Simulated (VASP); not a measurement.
# GaAs (I-4m2) in VASP: single point with HSE06

Aim: the single point of GaAs with HSE06.

Everything below comes from runs of VASP 6.6.1. Logs are shortened: lines on timing, memory, paths and dates and some standing lists are left out, and cuts for length are marked.

### Step 1. The cell of the first run

The structure is tetragonal, space group I-4m2 (No. 119). The conventional cell has a = 3.857 Å, b = 3.857 Å, c = 5.838 Å, α = 90.00°, β = 90.00°, γ = 90.00°. Ga (site symmetry -4m2) has 4 As at 2.42 Å within 3.2 Å. As (site symmetry -4m2) has 4 Ga at 2.42 Å within 3.2 Å.

### Step 2. Single point, HSE06

POSCAR reads:

```
GaAs
1.0
    0.0000000000      2.7276556504      2.9191593617
    2.7276556504      0.0000000000      2.9191593617
    2.7276556504      2.7276556504      0.0000000000
Ga As
1 1
Direct
    0.0000000000      0.0000000000      0.0000000000
    0.2500000000      0.2500000000      0.2500000000
```

INCAR.step1 reads:

```
SYSTEM = GaAs
PREC = Accurate
ENCUT = 400
EDIFF = 1E-5
ISMEAR = 0
SIGMA = 0.01
LREAL = .False.
LASPH = .True.
NELM = 120
ALGO = Normal
ISIF = 2
LWAVE = .True.
LCHARG = .False.
NBANDS = 16
GGA = PE
GGA_COMPAT = .False.
```

INCAR.step2 reads:

```
SYSTEM = GaAs
PREC = Accurate
ENCUT = 400
EDIFF = 1E-6
ISMEAR = 0
SIGMA = 0.01
LREAL = .False.
LASPH = .True.
NELM = 120
ALGO = Normal
ISIF = 2
LWAVE = .False.
LCHARG = .False.
GGA = PE
LHFCALC = .True.
HFSCREEN = 0.2079
PRECFOCK = Normal
NBANDS = 16
ISTART = 1
GGA_COMPAT = .False.
```

KPOINTS reads:

```
Automatic mesh
0
Gamma
  6 6 6
  0 0 0
```

Potentials or basis: VASP PAW PBE potentials, release 64 (Ga_d, As).

Run with:

```sh
cat potpaw_PBE.64/Ga_d/POTCAR potpaw_PBE.64/As/POTCAR > POTCAR
cp INCAR.step1 INCAR
mpirun -np 1 vasp_std > vasp.out
cp INCAR.step2 INCAR
mpirun -np 1 vasp_std > vasp.out
```

OUTCAR:

```text
SYSTEM = GaAs
   PREC = Accurate
   ENCUT = 400
   EDIFF = 1E-6
   ISMEAR = 0
   LREAL = .False.
   LASPH = .True.
   NELM = 120
   ISIF = 2
   GGA = PE
   LHFCALC = .True.
   HFSCREEN = 0.2079
   PRECFOCK = Normal
   ISTART = 1

 ion  position               nearest neighbor table
   1  0.000  0.000  0.000-   2 2.42   2 2.42   2 2.42   2 2.42
   2  0.250  0.250  0.250-   1 2.42   1 2.42   1 2.42   1 2.42

  LATTYP: Found a body centered tetragonal cell.
 ALAT       =     3.8574876143
 C/A-ratio  =     1.5135029084

  Lattice vectors:

 A1 = (  -2.7276556504,   0.0000000000,   2.9191593617)
 A2 = (   2.7276556504,   0.0000000000,   2.9191593617)
 A3 = (   0.0000000000,   2.7276556504,  -2.9191593617)

Analysis of symmetry for initial positions (statically):
=====================================================================
 Subroutine PRICEL returns:
 Original cell was already a primitive cell.

 Routine SETGRP: Setting up the symmetry group for a
 body centered tetragonal supercell.

 Subroutine GETGRP returns: Found  8 space group operations
 (whereof  8 operations were pure point group operations)
 out of a pool of 16 trial point group operations.

The static configuration has the point symmetry D_2d.

Analysis of symmetry for dynamics (positions and initial velocities):
=====================================================================
 Subroutine PRICEL returns:
 Original cell was already a primitive cell.

 Routine SETGRP: Setting up the symmetry group for a
 body centered tetragonal supercell.

 Subroutine GETGRP returns: Found  8 space group operations
 (whereof  8 operations were pure point group operations)
 out of a pool of 16 trial point group operations.

The dynamic configuration has the point symmetry D_2d.

 Subroutine INISYM returns: Found  8 space group operations
 (whereof  8 operations are pure point group operations),
 and found     1 'primitive' translations

----------------------------------------------------------------------------------------

                                     Primitive cell

  volume of cell :      43.4377

  direct lattice vectors                    reciprocal lattice vectors
     0.000000000  2.727655650  2.919159362    -0.183307596  0.183307596  0.171282187
     2.727655650  0.000000000  2.919159362     0.183307596 -0.183307596  0.171282187
     2.727655650  2.727655650  0.000000000     0.183307596  0.183307596 -0.171282187

  length of vectors
     3.995196707  3.995196707  3.857487614     0.310710375  0.310710375  0.310710375

  position of ions in fractional coordinates (direct lattice)
[... 90 lines left out ...]
   NELECT =      18.0000    total number of electrons
   NUPDOWN=      -1.0000    fix difference up-down
   EMIN   =  10.00;   EMAX   =-10.00  energy-range for DOS
   EFERMI =   0.00;   METHOD = LEGACY
   ISMEAR =     0;   SIGMA  =   0.01  broadening in eV -4-tet -1-fermi 0-gaus
   EFERMI_NEDOS =   21; number of points for ismear=-14 and -15
   IALGO  =     38    algorithm
   IMIX   =      1    mixing-type and parameters
     AMIX     =   0.40;   BMIX     =  1.00
     AMIX_MAG =   1.60;   BMIX_MAG =  1.00
  volume/ion in A,a.u.               =      21.72       146.57
  Fermi-wavevector in a.u.,A,eV,Ry     =   1.220516  2.306440 20.268035  1.489659
  Thomas-Fermi vector in A             =   2.355730
   LORBIT       =      0    0 simple, 1 ext, 2 COOP (PROOUT), +10 PAW based schemes
   GGA     = PE    functional components
   LHFCALC =     T    Hartree Fock is set to
   PRECFOCK=normal    Normal, Fast or Accurate (Low or Medium for compatibility)
   ENCUT4O =  -1.0   cutoff for four orbital integrals eV
   NKREDX  =     1    reduce k-point grid by
   NKREDY  =     1    reduce k-point grid by
   NKREDZ  =     1    reduce k-point grid by
   AEXX    =    0.2500 exact exchange contribution
   HFSCREEN=    0.2079 screening length (either q_TF or 0.3 A-1)
   HFSCREENC=   0.2079 screening length for correlation (either q_TF or 0.3 A-1)
   ENCUTFOCK=  -1.0 apply spherical cutoff to Coloumb kernel
   IVDW    =     0    specifies the selected vdW correction
   LEPSILON=     F    determine dielectric tensor
   LRPA    =     F    only Hartree local field effects (RPA)
 non-spin polarized calculation
 Gauss-broadening in eV      SIGMA  =   0.01
  energy-cutoff  :      400.00
  volume of cell :       43.44
 maximum number of plane-waves:       808
 NGX is ok and might be reduce to    28
  NGX = 20; NGY = 20; NGZ = 20

 number of electron      17.9999995 magnetization

 Free energy of the ion-electron system (eV)
  ---------------------------------------------------
  ext. energy  EPLUGINS =         0.00000000
  ---------------------------------------------------
  free energy    TOTEN  =        -9.78468523 eV

  energy without entropy =       -9.78468523  energy(sigma->0) =       -9.78468523

 E-fermi :   4.1091     XC(G=0):  -8.1095

 val. band max:        4.0370614015   @ k =   0.0000   0.0000   0.0000
 cond. band min:       5.5928810713   @ k =   0.0000   0.0000   0.0000
 fundamental gap:      1.5558196698
 Fermi energy:         4.1090759222

 k-point     1 :       0.0000    0.0000    0.0000
  band No.  band energies     occupation
      1     -13.5603      2.00000
      2     -13.5427      2.00000
      3     -13.5427      2.00000
      4     -13.4655      2.00000
      5     -13.4539      2.00000
      6     -10.3788      2.00000
[... 433 lines left out ...]
      3     -13.5062      2.00000
      4     -13.4855      2.00000
      5     -13.4434      2.00000
      6      -7.6906      2.00000
[... 8 lines left out ...]
     15      17.3934      0.00000
     16      18.5298      0.00000

 [... further k-points ...]

------------------------ aborting loop because EDIFF is reached ----------------------------------------

  FORCE on cell =-STRESS in cart. coord.  units (eV):
  Direction    XX          YY          ZZ          XY          YZ          ZX
  --------------------------------------------------------------------------------------
  -------------------------------------------------------------------------------------
  Total        1.5500508      1.5500508      0.1146299      0.0000000     -0.0000000      0.0000000
  in kB       57.1728220     57.1728220      4.2280653      0.0000000     -0.0000000      0.0000000
  external PRESSURE =      39.5245698 kB  Pullay stress =       0.0000000 kB

 VOLUME and BASIS-vectors are now :
 -----------------------------------------------------------------------------
  energy-cutoff  :      400.00
  volume of cell :       43.44
      direct lattice vectors                 reciprocal lattice vectors
     0.000000000  2.727655650  2.919159362    -0.183307596  0.183307596  0.171282187
     2.727655650  0.000000000  2.919159362     0.183307596 -0.183307596  0.171282187
     2.727655650  2.727655650  0.000000000     0.183307596  0.183307596 -0.171282187

 POSITION                                       TOTAL-FORCE (eV/Angst)
 -----------------------------------------------------------------------------------
      0.00000      0.00000      0.00000         0.000000      0.000000     -0.000000
      1.36383      1.36383      1.45958        -0.000000     -0.000000      0.000000
 -----------------------------------------------------------------------------------
    total drift:                               -0.000067     -0.000026     -0.000078

  FREE ENERGIE OF THE ION-ELECTRON SYSTEM (eV)
  ---------------------------------------------------
  free  energy   TOTEN  =        -9.7846852341 eV

  energy  without entropy=       -9.7846852341  energy(sigma->0) =       -9.78468523
```

OUTCAR.step1:

```text
SYSTEM = GaAs
   PREC = Accurate
   ENCUT = 400
   EDIFF = 1E-5
   ISMEAR = 0
   LREAL = .False.
   LASPH = .True.
[... 679 lines left out ...]
      0.00000      0.00000      0.00000        -0.000000     -0.000000     -0.000000
      1.36383      1.36383      1.45958         0.000000      0.000000      0.000000
 -----------------------------------------------------------------------------------
    total drift:                                0.000001      0.000001      0.000002

  FREE ENERGIE OF THE ION-ELECTRON SYSTEM (eV)
  ---------------------------------------------------
  free  energy   TOTEN  =        -8.1436806144 eV

  energy  without entropy=       -8.1436806144  energy(sigma->0) =       -8.14368061
```

OSZICAR.step1:

```text
N       E                     dE             d eps       ncg     rms          rms(c)
DAV:   1     0.798706209145E+02    0.79871E+02   -0.78748E+03   976   0.138E+03
DAV:   2    -0.234357991709E+01   -0.82214E+02   -0.78822E+02  1096   0.291E+02
DAV:   3    -0.823559659822E+01   -0.58920E+01   -0.58770E+01  1176   0.632E+01
DAV:   4    -0.831688279731E+01   -0.81286E-01   -0.81278E-01  1200   0.830E+00
DAV:   5    -0.831800689138E+01   -0.11241E-02   -0.11241E-02  1208   0.868E-01    0.303E+00
DAV:   6    -0.816523829484E+01    0.15277E+00   -0.21897E-01  1456   0.829E+00    0.184E+00
DAV:   7    -0.814233724105E+01    0.22901E-01   -0.71173E-02  1224   0.197E+00    0.574E-01
DAV:   8    -0.814316490610E+01   -0.82767E-03   -0.11052E-02  1152   0.118E+00    0.126E-01
DAV:   9    -0.814356726547E+01   -0.40236E-03   -0.98718E-04  1192   0.349E-01    0.488E-02
DAV:  10    -0.814363217307E+01   -0.64908E-04   -0.75829E-05  1312   0.983E-02    0.266E-02
DAV:  11    -0.814368038570E+01   -0.48213E-04   -0.66003E-05  1112   0.624E-02    0.273E-03
DAV:  12    -0.814368061435E+01   -0.22865E-06   -0.11335E-06   912   0.159E-02
   1 F= -.81436806E+01 E0= -.81436806E+01  d E =-.469311E-71
```

It took 1.8 h on 1 thread of Intel Xeon 8259CL, shared host; peak memory 0.29 GiB.

What came out:

```yaml
Free_energy: -9.7847 eV
Pressure: 4.0 GPa
Band_gap_on_the_k_mesh: 1.56 eV
```

Stress tensor (GPa, compression positive):
```
5.72 0.00 0.00
0.00 5.72 0.00
0.00 0.00 0.42
```

Levels at points of the mesh, in eV from the valence-band top:
| k point | band 7 | band 8 | band 9 | band 10 | band 11 | band 12 |
| --- | --- | --- | --- | --- | --- | --- |
| (0.00, 0.00, 0.00) | -0.47 | 0.00 | 0.00 | 1.56 | 4.37 | 4.37 |
| (0.50, 0.00, 0.00) | -7.59 | -1.76 | -1.12 | 1.64 | 5.17 | 5.61 |
| (0.50, 0.50, 0.00) | -8.03 | -2.85 | -2.85 | 2.17 | 2.62 | 11.68 |
| (0.50, 0.00, 0.50) | -7.57 | -3.38 | -3.32 | 1.70 | 1.94 | 11.17 |

Caveat: the stress differs along the axes, from 0 to 6 GPa; the PAW data sets were made with another functional, which shifts forces and pressure a little. A k mesh can miss the band edges.
